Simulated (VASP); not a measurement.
Input of a VASP 6.6.1 run:

The input INCAR:

```
PREC = Accurate ; ENCUT = 520
EDIFF = 1E-7 ; ISMEAR = 0
SIGMA = 0.1 ; LREAL = F
LASPH = T ; NELM = 100
ALGO = Normal ; ISIF = 2
LWAVE = F ; LCHARG = F
GGA = PE ; NBANDS = 32
```

File KPOINTS:

```
regular mesh
0
Gamma
  8 8 8
```

POSCAR

```
Cd3S2
1.0
    5.1245403908      0.0000000000      0.0000000000
    0.0000000000      5.1245403908      0.0000000000
    0.0000000000      0.0000000000      5.1245403908
Cd S
3 2
Direct
    0.0000000000      0.5000000000      0.5000000000
    0.5000000000      0.0000000000      0.5000000000
    0.5000000000      0.5000000000      0.0000000000
    0.0000000000      0.0000000000      0.0000000000
    0.5000000000      0.5000000000      0.5000000000
```

Potentials or basis: VASP PAW PBE potentials, release 64 (Cd, S).

Run with:

```bash
$ cat potpaw_PBE.64/Cd/POTCAR potpaw_PBE.64/S/POTCAR > POTCAR
$ mpirun -np 1 vasp_std > vasp.out
```

(1) Predict the band gap on the k mesh.

(2) Predict the pressure.

## Answers

(1) zero (band 24 reaches 4.30 eV, above the bottom of band 25 at 1.12 eV).

(2) 0.3 GPa.
